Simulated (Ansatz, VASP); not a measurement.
NiSb in VASP and in Ansatz

File INCAR:

```
PREC     = Accurate       # precision mode
ENCUT    = 520            # plane-wave cutoff, eV
EDIFF    = 1E-7           # SCF threshold, eV
ISMEAR   = -1             # smearing method
SIGMA    = 0.05           # smearing width, eV
LREAL    = F              # projectors in reciprocal space
LASPH    = T              # aspherical terms in the spheres
NELM     = 150            # most SCF steps
ALGO     = Normal         # electronic algorithm
ISIF     = 2              # what is computed and relaxed
LWAVE    = F              # write WAVECAR
LCHARG   = F              # write CHGCAR
ISPIN    = 2              # spin polarisation
MAGMOM   = 0 0 1 1        # initial moments
LORBIT   = 11             # projections on sites
LMAXMIX  = 4              # l up to which the mixer works
GGA      = PS             # functional
NBANDS   = 27             # bands
```

The input KPOINTS:

```
Automatic mesh
0
Gamma
  8 8 5
```

File POSCAR:

```
NiSb
1.0
    3.9016367896      0.0000000000      0.0000000000
   -1.9508183948      3.3789165761      0.0000000000
    0.0000000000      0.0000000000      5.0856365485
Sb Ni
2 2
Direct
    0.6666666667      0.3333333333      0.7500000000
    0.3333333333      0.6666666667      0.2500000000
    0.0000000000      0.0000000000      0.5000000000
    0.0000000000      0.0000000000      0.0000000000
```

Contents of input.yaml:

```yaml
crystal:
  lattice:
    - [3.9016367896, 0.0, 0.0]
    - [-1.9508183948, 3.3789165761, 0.0]
    - [0.0, 0.0, 5.0856365485]
  atoms:
    - { symbol: Sb, position: [0.6666666667, 0.3333333333, 0.75] }
    - { symbol: Sb, position: [0.3333333333, 0.6666666667, 0.25] }
    - { symbol: Ni, position: [0.0, 0.0, 0.5], spin: 1.0 }
    - { symbol: Ni, position: [0.0, 0.0, 0.0], spin: 1.0 }
kpoints:
  mp_grid: { grid: [8, 8, 5] }
scf:
  occupations: { method: fermi_dirac, width: 0.05 }
hamiltonian:
  xc: pbesol
  pseudopotentials: { kind: all_electron, lapw: { basis_error: 0.001 } }
magnetization:
  spin_polarized: true
output:
  forces: true
  stress: true
  eigenvalues: true
```

Change from the starting cell: volume scaled by 0.98.

Alike in both runs: task single point; functional PBEsol; k mesh 8 × 8 × 5; occupations fermi-dirac, width 0.05 eV; collinear spin.

```csv
,VASP,Ansatz
version,VASP 6.6.1,Ansatz 0.2.0
potentials or method,"VASP PAW PBE potentials, release 64 (Sb, Ni), cutoff 520 eV","all-electron LAPW, scalar-relativistic"
```

|  | VASP | Ansatz | Ansatz less VASP |
| --- | --- | --- | --- |
| gap on the k mesh at the Fermi level (eV) | none | none | - |
| pressure (GPa) | 0.6 | 0.5 | -0.07 |
| traceless stress, the component that is largest in VASP (GPa) | -0.53 | -0.63 | -0.104 |
| net moment per atom (μB) | 0.00 | 0.00 | 0.000 |

VASP's potentials were made for PBE, not for PBEsol. A gap of «none» marks a metal or a gap that the smearing closes. Ansatz ran all-electron here, and VASP with PAW potentials.

Neither program's run includes spin-orbit coupling.
